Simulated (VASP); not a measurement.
# LuGe3O (P4mm) in VASP: a series of runs

Runs on LuGe3O. Level: PBE. Tasks: single point, relaxation of cell and atoms.

Everything below comes from runs of VASP 6.6.1. Logs are shortened: lines on timing, memory, paths and dates and some standing lists are left out, and cuts for length are marked.

**1. The cell of the first run**

The structure is tetragonal, space group P4mm (No. 99). The conventional cell has a = 4.023 Å, b = 4.023 Å, c = 5.420 Å, α = 90.00°, β = 90.00°, γ = 90.00°. Within 3.9 Å of Lu (site symmetry 4mm) lie 12 Ge at 2.93 to 3.44 Å and 4 O at 3.25 Å. Within 3.1 Å of Ge (site symmetry 2mm) lie 2 O at 2.36 Å and 6 Ge at 2.78 to 2.84 Å. Ge (site symmetry 4mm) has 1 O at 2.27 Å and 4 Ge at 2.78 Å and 4 Lu at 2.93 Å within 3.0 Å. Within 3.0 Å of O (site symmetry 4mm) lie 5 Ge at 2.27 to 2.36 Å.

**2. Single point, PBE**

Contents of INCAR:

```
SYSTEM = LuGe3O
PREC     = Accurate       ! precision mode
ENCUT    = 520            ! plane-wave cutoff, eV
EDIFF    = 1E-6           ! SCF threshold, eV
ISMEAR   = 0              ! smearing method
SIGMA    = 0.1            ! smearing width, eV
LREAL    = .False.        ! projectors in reciprocal space
LASPH    = .True.         ! aspherical terms in the spheres
NELM     = 80             ! most SCF steps
ALGO     = Normal         ! electronic algorithm
ISIF     = 2              ! what is computed and relaxed
LWAVE    = .False.        ! write WAVECAR
LCHARG   = .False.        ! write CHGCAR
GGA      = PE             ! functional
NBANDS   = 44             ! bands
```

Contents of KPOINTS:

```
regular mesh
0
Gamma
  4 4 4
  0 0 0
```

Contents of POSCAR:

```
LuGe3O
1.0
    4.0229439300      0.0000000000      0.0000000000
    0.0000000000      4.0229439300      0.0000000000
    0.0000000000      0.0000000000      5.4199697700
Lu Ge O
1 3 1
Direct
    0.5000000000      0.5000000000      0.7217770800
    0.5000000000      0.0000000000      0.2377544000
    0.0000000000      0.5000000000      0.2377544000
    0.0000000000      0.0000000000      0.5922929600
    0.0000000000      0.0000000000      0.0108211200
```

Potentials or basis: VASP PAW PBE potentials, release 64 (Lu, Ge_d, O).

The run is started by

```console
> cat potpaw_PBE.64/Lu/POTCAR potpaw_PBE.64/Ge_d/POTCAR potpaw_PBE.64/O/POTCAR > POTCAR
> mpirun -np 1 vasp_std > vasp.out
```

OUTCAR:

```text
SYSTEM = LuGe3O
   PREC = Accurate
   ENCUT = 520
   EDIFF = 1E-6
   ISMEAR = 0
   LREAL = .False.
   LASPH = .True.
   NELM = 80
   ISIF = 2
   GGA = PE

 ion  position               nearest neighbor table
   1  0.500  0.500  0.722-   4 2.93   4 2.93   4 2.93   4 2.93   3 3.31   3 3.31   2 3.31   2 3.31

   2  0.500  0.000  0.238-   5 2.36   5 2.36   4 2.78   4 2.78   3 2.84   3 2.84   3 2.84   3 2.84
                             1 3.31   1 3.31
   3  0.000  0.500  0.238-   5 2.36   5 2.36   4 2.78   4 2.78   2 2.84   2 2.84   2 2.84   2 2.84
                             1 3.31   1 3.31
   4  0.000  0.000  0.592-   5 2.27   3 2.78   2 2.78   3 2.78   2 2.78   1 2.93   1 2.93   1 2.93
                             1 2.93
   5  0.000  0.000  0.011-   4 2.27   3 2.36   2 2.36   3 2.36   2 2.36

  LATTYP: Found a simple tetragonal cell.
 ALAT       =     4.0229439300
 C/A-ratio  =     1.3472645566

  Lattice vectors:

 A1 = (   4.0229439300,   0.0000000000,   0.0000000000)
 A2 = (   0.0000000000,   4.0229439300,   0.0000000000)
 A3 = (   0.0000000000,   0.0000000000,   5.4199697700)

Analysis of symmetry for initial positions (statically):
=====================================================================
 Subroutine PRICEL returns:
 Original cell was already a primitive cell.

 Routine SETGRP: Setting up the symmetry group for a
 simple tetragonal supercell.

 Subroutine GETGRP returns: Found  8 space group operations
 (whereof  8 operations were pure point group operations)
 out of a pool of 16 trial point group operations.

The static configuration has the point symmetry C_4v.

Analysis of symmetry for dynamics (positions and initial velocities):
=====================================================================
 Subroutine PRICEL returns:
 Original cell was already a primitive cell.

 Routine SETGRP: Setting up the symmetry group for a
 simple tetragonal supercell.

 Subroutine GETGRP returns: Found  8 space group operations
 (whereof  8 operations were pure point group operations)
 out of a pool of 16 trial point group operations.

The dynamic configuration has the point symmetry C_4v.

 Subroutine INISYM returns: Found  8 space group operations
 (whereof  8 operations are pure point group operations),
 and found     1 'primitive' translations

----------------------------------------------------------------------------------------

                                     Primitive cell

  volume of cell :      87.7172

  direct lattice vectors                    reciprocal lattice vectors
     4.022943930  0.000000000  0.000000000     0.248574183  0.000000000  0.000000000
     0.000000000  4.022943930  0.000000000     0.000000000  0.248574183  0.000000000
     0.000000000  0.000000000  5.419969770     0.000000000  0.000000000  0.184502874

  length of vectors
     4.022943930  4.022943930  5.419969770     0.248574183  0.248574183  0.184502874

  position of ions in fractional coordinates (direct lattice)
     0.500000000  0.500000000  0.721777080
     0.500000000  0.000000000  0.237754400
     0.000000000  0.500000000  0.237754400
     0.000000000  0.000000000  0.592292960
     0.000000000  0.000000000  0.010821120

  ion indices of the primitive-cell ions
   primitive index   ion index
                 1           1
                 2           2
                 3           3
                 4           4
                 5           5

----------------------------------------------------------------------------------------

 KPOINTS: regular mesh

Automatic generation of k-mesh.
 Grid dimensions read from file:
 generate k-points for:    4    4    4

 Generating k-lattice:

  Cartesian coordinates                     Fractional coordinates (reciprocal lattice)
     0.062143546  0.000000000  0.000000000     0.250000000  0.000000000  0.000000000
     0.000000000  0.062143546  0.000000000     0.000000000  0.250000000  0.000000000
     0.000000000  0.000000000  0.046125719     0.000000000  0.000000000  0.250000000

  Length of vectors
     0.062143546  0.062143546  0.046125719

  Shift w.r.t. Gamma in fractional coordinates (k-lattice)
     0.000000000  0.000000000  0.000000000

 Subroutine IBZKPT returns following result:
 ===========================================

 Found     18 irreducible k-points:

 Following reciprocal coordinates:
            Coordinates               Weight
  0.000000  0.000000  0.000000      1.000000
  0.250000  0.000000  0.000000      4.000000
  0.500000  0.000000  0.000000      2.000000
  0.250000  0.250000  0.000000      4.000000
  0.500000  0.250000  0.000000      4.000000
  0.500000  0.500000  0.000000      1.000000
[... 10 lines left out ...]
  0.500000  0.250000  0.500000      4.000000
  0.500000  0.500000  0.500000      1.000000
   k-points           NKPTS =     18   k-points in BZ     NKDIM =     18   number of bands    NBANDS=     44
   number of dos      NEDOS =    301   number of ions     NIONS =      5
   total plane-waves  NPLWV =  36000
   dimension x,y,z NGX =    30 NGY =   30 NGZ =   40
   dimension x,y,z NGXF=    60 NGYF=   60 NGZF=   80
   ions per type =               1   3   1
   NGX,Y,Z   is equivalent  to a cutoff of  12.40, 12.40, 12.27 a.u.
   NGXF,Y,Z  is equivalent  to a cutoff of  24.79, 24.79, 24.54 a.u.
 SYSTEM =  LuGe3O
   PREC   = accura    normal or accurate (medium, high low for compatibility)
   ISTART =      0    job   : 0-new  1-cont  2-samecut
   ICHARG =      2    charge: 1-file 2-atom 10-const
   ISPIN  =      1    spin polarized calculation?
   LNONCOLLINEAR =      F non collinear calculations
   LSORBIT =      F    spin-orbit coupling
   LASPH  =      T    aspherical Exc in radial PAW
   ENCUT  =  520.0 eV  38.22 Ry    6.18 a.u.   7.48  7.48 10.08*2*pi/ulx,y,z
   NELM   =     80;   NELMIN=  2; NELMDL= -5     # of ELM steps
   EDIFF  = 0.1E-05   stopping-criterion for ELM
   LREAL  =      F    real-space projection
   EDIFFG = 0.1E-04   stopping-criterion for IOM
   NSW    =      0    number of steps for IOM
   IBRION =     -1    ionic relax: 0-MD 1-quasi-New 2-CG
   NFREE  =      0    steps in history (QN), initial steepest desc. (CG)
   ISIF   =      2    stress and relaxation
   ISYM   =      2    0-nonsym 1-usesym 2-fastsym
   POTIM  = 0.5000    time-step for ionic-motion
   TEBEG  =    0.0;   TEEND  =   0.0 temperature during run
   PSTRESS=    0.0 pullay stress
   NELECT =      73.0000    total number of electrons
   NUPDOWN=      -1.0000    fix difference up-down
   EMIN   =  10.00;   EMAX   =-10.00  energy-range for DOS
   EFERMI =   0.00;   METHOD = LEGACY
   ISMEAR =     0;   SIGMA  =   0.10  broadening in eV -4-tet -1-fermi 0-gaus
   EFERMI_NEDOS =   21; number of points for ismear=-14 and -15
   IALGO  =     38    algorithm
   IMIX   =      4    mixing-type and parameters
     AMIX     =   0.40;   BMIX     =  1.00
     AMIX_MAG =   1.60;   BMIX_MAG =  1.00
  volume/ion in A,a.u.               =      17.54       118.39
  Fermi-wavevector in a.u.,A,eV,Ry     =   1.539882  2.909955 32.262642  2.371237
  Thomas-Fermi vector in A             =   2.646048
   LORBIT       =      0    0 simple, 1 ext, 2 COOP (PROOUT), +10 PAW based schemes
   GGA     = PE    functional components
   LHFCALC =     F    Hartree Fock is set to
   AEXX    =    0.0000 exact exchange contribution
   IVDW    =     0    specifies the selected vdW correction
   LEPSILON=     F    determine dielectric tensor
   LRPA    =     F    only Hartree local field effects (RPA)
 non-spin polarized calculation
 Gauss-broadening in eV      SIGMA  =   0.10
  energy-cutoff  :      520.00
  volume of cell :       87.72
 maximum number of plane-waves:      2389
 NGX is ok and might be reduce to    30
   NGX = 15   NGY = 15   NGZ = 21

 number of electron      72.9999929 magnetization

 Free energy of the ion-electron system (eV)
  ---------------------------------------------------
  ext. energy  EPLUGINS =         0.00000000
  ---------------------------------------------------
  free energy    TOTEN  =       -23.92016559 eV

  energy without entropy =      -23.90112346  energy(sigma->0) =      -23.91064452

 E-fermi :   5.9045     XC(G=0): -11.3867

 val. band max:        5.8922581842   @ k =   0.2500   0.2500   0.2500
 cond. band min:       5.9446619518   @ k =   0.5000   0.2500   0.5000
 fundamental gap:      0.0524037676
 Fermi energy:         5.9044867049

 k-point     1 :       0.0000    0.0000    0.0000
  band No.  band energies     occupation
      1     -51.1052      2.00000
      2     -21.8198      2.00000
      3     -21.7158      2.00000
      4     -21.7158      2.00000
      5     -19.0358      2.00000
      6     -19.0214      2.00000
[... 36 lines left out ...]
     43       9.1354      0.00000
     44       9.4437      0.00000

 k-point     2 :       0.2500    0.0000    0.0000
  band No.  band energies     occupation
      1     -51.1046      2.00000
      2     -21.8166      2.00000
      3     -21.7493      2.00000
      4     -21.7164      2.00000
      5     -19.0063      2.00000
      6     -19.0009      2.00000
[... 36 lines left out ...]
     43       9.6284      0.00000
     44       9.6541      0.00000

 k-point     3 :       0.5000    0.0000    0.0000
  band No.  band energies     occupation
      1     -51.1041      2.00000
      2     -21.8132      2.00000
      3     -21.7825      2.00000
      4     -21.7169      2.00000
      5     -18.9630      2.00000
      6     -18.9504      2.00000
[... 36 lines left out ...]
     43       9.6252      0.00000
     44      10.8832      0.00000

 k-point     4 :       0.2500    0.2500    0.0000
  band No.  band energies     occupation
      1     -51.1041      2.00000
      2     -21.8141      2.00000
      3     -21.7497      2.00000
      4     -21.7431      2.00000
      5     -19.0058      2.00000
      6     -18.9748      2.00000
[... 600 lines left out ...]
     43       9.8495      0.00000
     44      10.0897      0.00000

 k-point    17 :       0.5000    0.2500    0.5000
  band No.  band energies     occupation
      1     -51.1036      2.00000
      2     -21.8122      2.00000
      3     -21.7753      2.00000
      4     -21.7431      2.00000
      5     -18.9800      2.00000
      6     -18.9725      2.00000
[... 36 lines left out ...]
     43      10.0219      0.00000
     44      10.7101      0.00000

 k-point    18 :       0.5000    0.5000    0.5000
  band No.  band energies     occupation
      1     -51.1030      2.00000
      2     -21.8095      2.00000
      3     -21.7689      2.00000
      4     -21.7689      2.00000
      5     -18.9881      2.00000
      6     -18.9877      2.00000
[... 36 lines left out ...]
     43      10.1566      0.00000
     44      10.1567      0.00000

------------------------ aborting loop because EDIFF is reached ----------------------------------------

  FORCE on cell =-STRESS in cart. coord.  units (eV):
  Direction    XX          YY          ZZ          XY          YZ          ZX
  --------------------------------------------------------------------------------------
  -------------------------------------------------------------------------------------
  Total        2.6465555      2.6465555      1.1520964      0.0000000     -0.0000000      0.0000000
  in kB       48.3400140     48.3400140     21.0433359      0.0000000     -0.0000000      0.0000000
  external PRESSURE =      39.2411213 kB  Pullay stress =       0.0000000 kB

 VOLUME and BASIS-vectors are now :
 -----------------------------------------------------------------------------
  energy-cutoff  :      520.00
  volume of cell :       87.72
      direct lattice vectors                 reciprocal lattice vectors
     4.022943930  0.000000000  0.000000000     0.248574183  0.000000000  0.000000000
     0.000000000  4.022943930  0.000000000     0.000000000  0.248574183  0.000000000
     0.000000000  0.000000000  5.419969770     0.000000000  0.000000000  0.184502874

 POSITION                                       TOTAL-FORCE (eV/Angst)
 -----------------------------------------------------------------------------------
      2.01147      2.01147      3.91201        -0.000000      0.000000      0.306103
      2.01147      0.00000      1.28862         0.000000     -0.000000     -0.301561
      0.00000      2.01147      1.28862        -0.000000     -0.000000     -0.301561
      0.00000      0.00000      3.21021        -0.000000     -0.000000      1.094165
      0.00000      0.00000      0.05865        -0.000000     -0.000000     -0.797147
 -----------------------------------------------------------------------------------
    total drift:                                0.000000      0.000000      0.003282

  FREE ENERGIE OF THE ION-ELECTRON SYSTEM (eV)
  ---------------------------------------------------
  free  energy   TOTEN  =       -23.9201655931 eV

  energy  without entropy=      -23.9011234559  energy(sigma->0) =      -23.91064452
```

It took 96 s on 1 thread of AMD EPYC 7R43 (Zen 3), shared host; peak memory 0.19 GiB.

Results:

| Property | Result |
| --- | --- |
| Free energy | -23.9202 eV |
| Pressure | 3.9 GPa |
| Largest force | 1.094 eV/Å |

Forces in eV/Å, atoms in the order of the input:
```
Lu   0.000  0.000  0.306
Ge   0.000  0.000 -0.302
Ge   0.000  0.000 -0.302
Ge   0.000  0.000  1.094
O    0.000  0.000 -0.797
```

Caveat: the k points lie up to 0.39 Å⁻¹ apart; spin-orbit coupling is left out, which moves the levels of the heavy elements; an odd number of electrons without spin polarisation forces a metal; a magnetic or distorted state may lie lower.

**3. Single point, PBE**

This run uses another cell than the first one, of 17.84 Å³/atom, 1.017 times its volume.

Contents of INCAR:

```
SYSTEM = LuGe3O
PREC = Accurate
ENCUT = 520
EDIFF = 1E-6
ISMEAR = 0
SIGMA = 0.1
LREAL = .False.
LASPH = .True.
NELM = 80
ALGO = Normal
ISIF = 2
LWAVE = .False.
LCHARG = .False.
GGA = PE
NBANDS = 44
```

KPOINTS is that of step 2.

Contents of POSCAR:

```
LuGe3O
1.0
    4.5434075440      0.0000000000      0.0000000000
    0.0000000000      4.5434075440      0.0000000000
    0.0000000000      0.0000000000      4.3203522334
Lu Ge O
1 3 1
Direct
    0.5000000000      0.5000000000      0.6930040074
    0.5000000000      0.0000000000      0.2138698962
    0.0000000000      0.5000000000      0.2138698962
    0.0000000000      0.0000000000      0.6204273037
    0.0000000000      0.0000000000      0.0592288566
```

Potentials or basis: VASP PAW PBE potentials, release 64 (Lu, Ge_d, O).

The run is started by

```console
> cat potpaw_PBE.64/Lu/POTCAR potpaw_PBE.64/Ge_d/POTCAR potpaw_PBE.64/O/POTCAR > POTCAR
> mpirun -np 1 vasp_std > vasp.out
```

Wall time 97 s (1 thread of AMD EPYC 7R43 (Zen 3), shared host); peak memory 0.2 GiB.

It converged, with:

- Free energy: -24.9146 eV
- Pressure: -0.1 GPa
- Largest force: 0.005 eV/Å

Forces on the atoms (eV/Å):
```
Lu   0.000  0.000  0.005
Ge   0.000  0.000  0.001
Ge   0.000  0.000  0.001
Ge   0.000  0.000 -0.005
O    0.000  0.000 -0.002
```

Stress tensor (GPa, compression positive):
```
 0.03  0.00  0.00
 0.00  0.03  0.00
 0.00  0.00 -0.23
```

Levels at points of the mesh, in eV from the Fermi level:
```tsv
k point	band 34	band 35	band 36	band 37	band 38	band 39
(0.00, 0.00, 0.00)	-0.56	-0.56	0.14	1.73	1.76	1.80
(0.50, 0.00, 0.00)	-1.94	-0.66	-0.57	-0.46	-0.40	0.77
(0.50, 0.50, 0.00)	-3.12	-0.52	-0.52	1.02	1.02	2.05
(0.00, 0.00, 0.50)	-2.06	-1.96	-1.96	0.26	0.26	0.37
(0.50, 0.00, 0.50)	-1.88	-1.63	-1.59	0.19	0.34	2.01
(0.50, 0.50, 0.50)	-1.97	-1.07	-1.07	-0.12	0.17	3.11
```

Caveat: the k points lie up to 0.36 Å⁻¹ apart; spin-orbit coupling is left out, which moves the levels of the heavy elements; an odd number of electrons without spin polarisation forces a metal; a magnetic or distorted state may lie lower.

(Part 1 of 2 ends here.)
